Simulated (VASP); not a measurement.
Input of a VASP 6.6.1 run:

Contents of INCAR:

```
ALGO     = Normal         # electronic algorithm
EDIFF    = 1E-6           # SCF threshold, eV
ENCUT    = 600            # plane-wave cutoff, eV
GGA      = PE             # functional
GGA_COMPAT= False        
ISIF     = 2              # what is computed and relaxed
ISMEAR   = 0              # smearing method
LASPH    = True           # aspherical terms in the spheres
LCHARG   = False          # write CHGCAR
LMAXMIX  = 6              # l up to which the mixer works
LREAL    = False          # projectors in reciprocal space
LWAVE    = False          # write WAVECAR
NBANDS   = 18             # bands
NELM     = 200            # most SCF steps
PREC     = Accurate       # precision mode
SIGMA    = 0.15           # smearing width, eV
```

File KPOINTS:

```
k-points
0
Gamma
  16 16 16
```

Contents of POSCAR:

```
Yb
1.0
    0.0000000000      2.8558615845      2.0970591615
    2.8558615845      0.0000000000      2.0970591615
    2.8558615845      2.8558615845      0.0000000000
Yb
1
Direct
    0.0000000000      0.0000000000      0.0000000000
```

Potentials or basis: VASP PAW PBE potentials, release 64 (Yb).

Run with:

```console
$ cat potpaw_PBE.64/Yb/POTCAR > POTCAR
$ mpirun -np 1 vasp_std > vasp.out
```

Problem. Estimate the pressure.

Solution. 0.7 GPa.

Problem. Estimate the band gap on the k mesh.

Solution. Zero (bands 12 and 13 overlap by 0.66 eV).

Stress tensor (GPa, compression positive):
```
0.85 0.00 0.00
0.00 0.85 0.00
0.00 0.00 0.52
```

Caveat: spin-orbit coupling is left out, which moves the levels of the heavy elements. Spin polarisation is off, so any magnetic state and its effect on volume and gap are missing.
